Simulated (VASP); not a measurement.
Input of a VASP 6.6.1 run:

Contents of INCAR:

```
PREC = Accurate
ENCUT = 600
EDIFF = 1E-7
ISMEAR = 0
SIGMA = 0.1
LREAL = F
LASPH = T
NELM = 100
ALGO = Normal
ISIF = 3
LWAVE = F
LCHARG = F
GGA = PE
IBRION = 2
NSW = 100
EDIFFG = -0.01
```

KPOINTS

```
Automatic mesh
0
Gamma
  12 12 12
```

POSCAR

```
Si3As
1.0
   -2.5756389533      2.5756389533      2.5756389533
    2.5756389533     -2.5756389533      2.5756389533
    2.5756389533      2.5756389533     -2.5756389533
Si As
3 1
Direct
    0.0000000000      0.5000000000      0.5000000000
    0.5000000000      0.0000000000      0.5000000000
    0.5000000000      0.5000000000      0.0000000000
    0.0000000000      0.0000000000      0.0000000000
```

Potentials or basis: VASP PAW PBE potentials, release 64 (Si, As).

Run with:

```console
$ cat potpaw_PBE.64/Si/POTCAR potpaw_PBE.64/As/POTCAR > POTCAR
$ mpirun -np 1 vasp_std > vasp.out
```

(1) Estimate the space group after relaxing (to 0.05 Å).

(2) Estimate the relaxed volume.

(3) What does it give for the relaxed cell?

Answers

(1) Im-3m (No. 229).

(2) 17.16 Å³/atom.

(3) a = 4.468 Å, b = 4.468 Å, c = 4.468 Å, α = 109.47°, β = 109.47°, γ = 109.47°.
